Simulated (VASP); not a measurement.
Crystal: TaN.

```
Ta N
1.0
     0.00000    2.19381    2.19381
     2.19381    0.00000    2.19381
     2.19381    2.19381    0.00000
Ta N
1 1
Cartesian
  2.1938 2.1938 2.1938
  0.0000 0.0000 0.0000
```

Base run:

```yaml
Program: VASP 6.6.1
Functional: r2SCAN
Potentials_or_basis: VASP PAW PBE potentials, release 64 (Ta_pv, N)
Cutoff: 520 eV
k_mesh: 10 × 10 × 10
Occupations: fermi-dirac, width 0.05 eV
Spin: no spin polarisation
```

Its results: band gap on the k mesh zero (band 8 reaches 11.63 eV, above the bottom of band 9 at 7.50 eV); pressure 4.0 GPa.

Q: The run is repeated on the same cell with these changes: potentials or basis from VASP PAW PBE potentials, release 64 (Ta_pv, N) to VASP PAW PBE potentials, release 64 (Ta_sv_GW, N); cutoff from 520 eV to 660 eV; further incar settings from ALGO = Normal; EDIFF = 1e-07; NBANDS = 15 to ALGO = Normal; EDIFF = 1e-06; NBANDS = 16; valence electrons from 16 to 18. What comes out?

A: Band gap on the k mesh zero (band 9 reaches 15.93 eV, above the bottom of band 10 at 11.80 eV); pressure 2.0 GPa.

Caveats: the PAW data sets were made with another functional, which shifts forces and pressure a little; spin-orbit coupling is left out, which moves the levels of the heavy elements.
